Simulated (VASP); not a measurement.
A run of VASP 6.6.1:

POSCAR

```
PbF2
1.0
    0.0000000000      3.0279846485      3.0279846485
    3.0279846485      0.0000000000      3.0279846485
    3.0279846485      3.0279846485      0.0000000000
Pb F
1 2
Direct
    0.0000000000      0.0000000000      0.0000000000
    0.2500000000      0.2500000000      0.2500000000
    0.7500000000      0.7500000000      0.7500000000
```

Contents of INCAR.step1:

```
PREC = Accurate
ENCUT = 520
ISMEAR = 0
SIGMA = 0.05
LREAL = F
LASPH = T
NELM = 80
NBANDS = 21
GGA = PE
ALGO = Normal
EDIFF = 1E-4
LWAVE = T
LCHARG = F
```

The input INCAR.step2:

```
PREC = Accurate
ENCUT = 520
EDIFF = 1E-7
ISMEAR = 0
SIGMA = 0.05
LREAL = F
LASPH = T
NELM = 80
ALGO = Normal
ISIF = 2
LWAVE = F
LCHARG = F
METAGGA = R2SCAN
LMIXTAU = T
NBANDS = 21
ISTART = 1
```

File KPOINTS:

```
Automatic mesh
0
Gamma
  8 8 8
```

Potentials or basis: VASP PAW PBE potentials, release 64 (Pb_d, F).

The run is started by

```console
$ cat potpaw_PBE.64/Pb_d/POTCAR potpaw_PBE.64/F/POTCAR > POTCAR
$ cp INCAR.step1 INCAR
$ mpirun -np 1 vasp_std > vasp.out
$ cp INCAR.step2 INCAR
$ mpirun -np 1 vasp_std > vasp.out
```

Hardware: 1 thread of AMD EPYC 9R45 96-Core Processor (Zen 5), on a shared host.

**Question.** How long does it take, and how much memory?

**Answer.** It took 83 s on 1 thread of AMD EPYC 9R45 96-Core Processor (Zen 5), with other jobs on the host, peak memory 0.17 GiB. Counts: k points 29.
